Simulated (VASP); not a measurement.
HfN: single point with PBEsol+U

HfN:

```
CELL_PARAMETERS angstrom
0.00000 2.45482 2.45482
2.45482 0.00000 2.45482
2.45482 2.45482 0.00000
ATOMIC_POSITIONS crystal
Hf 0.00000 0.00000 0.00000
N 0.25000 0.25000 0.25000
```

| Quantity | Value |
| --- | --- |
| Program | VASP 6.6.1 |
| Task | single point |
| Functional | PBEsol |
| Potentials or basis | VASP PAW PBE potentials, release 64 (Hf_pv, N) |
| Cutoff | 520 eV |
| k mesh | 9 × 9 × 9 |
| Occupations | fermi-dirac, width 0.05 eV |
| Spin | no spin polarisation |
| Hubbard terms | Hf d U = 8.0 eV |
| Dipole correction | no |
| Further INCAR settings | ALGO = Normal; EDIFF = 1e-06; NBANDS = 14 |

```
Pressure : 18.4 GPa
```

Levels at points of the mesh, in eV from the Fermi level:
| k point | band 5 | band 6 | band 7 | band 8 | band 9 | band 10 | band 11 | band 12 |
| --- | --- | --- | --- | --- | --- | --- | --- | --- |
| (0.00, 0.00, 0.00) | -5.37 | -5.37 | -5.37 | -1.56 | 3.67 | 3.67 | 6.63 | 6.63 |

Eigenvalues of the final occupation matrices:
```
    site  spin  trace               eigenvalues
site 1 d     1   0.70  0.06 0.06 0.19 0.19 0.19
site 1 d     2   0.70  0.06 0.06 0.19 0.19 0.19
```

Run time: 39 s on 1 thread of Intel Xeon 8259CL, on a shared host, peak memory 0.16 GiB.

Caveat: the PAW data sets were made with another functional, which shifts forces and pressure a little; spin-orbit coupling is left out, which moves the levels of the heavy elements; U without spin polarisation on a metal has little footing.
